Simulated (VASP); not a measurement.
Input of a VASP 6.6.1 run:

File INCAR:

```
PREC = Accurate
ENCUT = 600
EDIFF = 1E-7
ISMEAR = 0
SIGMA = 0.1
LREAL = F
LASPH = T
NELM = 80
ALGO = Normal
ISIF = 3
LWAVE = F
LCHARG = F
GGA = PE
IBRION = 2
NSW = 90
EDIFFG = -0.04
```

Contents of KPOINTS:

```
Automatic mesh
0
Gamma
  6 6 6
```

File POSCAR:

```
Y2MgC2
1.0
    2.4048769500      1.3884563500      4.9445219200
   -2.4048769500      1.3884563500      4.9445219200
    0.0000000000     -2.7769127100      4.9445219200
Y Mg C
2 1 2
Direct
    0.2680929000      0.2680929000      0.2680929000
    0.7319071000      0.7319071000      0.7319071000
    0.5000000000      0.5000000000      0.5000000000
    0.8801388100      0.8801388100      0.8801388100
    0.1198611900      0.1198611900      0.1198611900
```

Potentials or basis: VASP PAW PBE potentials, release 64 (Y_sv, Mg, C).

Launch:

```console
$ cat potpaw_PBE.64/Y_sv/POTCAR potpaw_PBE.64/Mg/POTCAR potpaw_PBE.64/C/POTCAR > POTCAR
$ mpirun -np 1 vasp_std > vasp.out
```

(1) Estimate the relaxed cell.

(2) Predict the space group after relaxing (to 0.1 Å).

## Answers

(1) a = 8.016 Å, b = 8.016 Å, c = 8.016 Å, α = 27.06°, β = 27.06°, γ = 27.06°.

(2) R-3m (No. 166).

Caveat: a cell axis changed by over 15 % at a fixed basis, so the end point is rough.
